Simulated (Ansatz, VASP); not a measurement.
## One calculation of Tl8H, two programs

```
Tl H
1.0
     7.14019    0.00000    0.00000
    -3.57010    6.18359    0.00000
     0.00000    0.00000    5.96649
Tl H
8 1
Direct
  0.16667 0.33333 0.25000
  0.16689 0.83344 0.25000
  0.66656 0.33311 0.25000
  0.66656 0.83344 0.25000
  0.34268 0.15732 0.75000
  0.34268 0.68537 0.75000
  0.81463 0.15732 0.75000
  0.83333 0.66667 0.75000
  0.16667 0.33333 0.75000
```

Alike in both runs: functional PBE; k mesh 3 × 3 × 4; occupations gaussian, width 0.1 eV; no spin polarisation.

Ansatz relaxed the structure, and its values are those at the end. VASP's run is a single point on that final structure, the one shown.

```csv
,VASP,Ansatz
version,VASP 6.6.1,Ansatz 0.2.0
potentials or method,"VASP PAW PBE potentials, release 64 (Tl_d, H), cutoff 520 eV","scalar-relativistic, plane waves, PAW"
valence electrons in the cell,105,105
```

Ansatz gave:

* gap on the k mesh at the Fermi level (eV): none
* pressure (GPa): -0.1
* rms of the force components (eV/Å): 0.005

**Question.** Which values does VASP return?

**Answer.** gap on the k mesh at the Fermi level (eV): none; pressure (GPa): -0.2; rms of the force components (eV/Å): 0.004.

A gap of «none» marks a metal or a gap that the smearing closes. The functional is the same, so the differences come from potentials, cutoffs and numerics.

Neither program's run includes spin-orbit coupling.
